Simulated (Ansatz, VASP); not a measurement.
# Al: VASP beside Ansatz

```
Al
1.0
    -2.63215    2.63215    1.35710
     2.63215   -2.63215    1.35710
     2.63215    2.63215   -1.35710
Al
2
Direct
  0.00000 0.00000 0.00000
  0.75000 0.25000 0.50000
```

Alike in both runs: functional r2SCAN; k mesh 8 × 8 × 8; occupations gaussian, width 0.1 eV; no spin polarisation.

Ansatz relaxed the structure, and its values are those at the end. VASP's run is a single point on that final structure, the one shown.

```csv
,VASP,Ansatz
version,VASP 6.6.1,Ansatz 0.2.0
potentials or method,"VASP PAW PBE potentials, release 64 (Al), cutoff 520 eV","scalar-relativistic, plane waves, PAW"
valence electrons in the cell,6,6
```

VASP gave:

| Property | Result |
| --- | --- |
| gap on the k mesh at the Fermi level (eV) | none |
| pressure (GPa) | -0.2 |

Task: What did Ansatz give for the same quantities?

Result: gap on the k mesh at the Fermi level (eV): none; pressure (GPa): 0.0.

VASP's potentials were made for PBE, not for r2SCAN. A gap of «none» marks a metal or a gap that the smearing closes. The functional is the same, so the differences come from potentials, cutoffs and numerics.
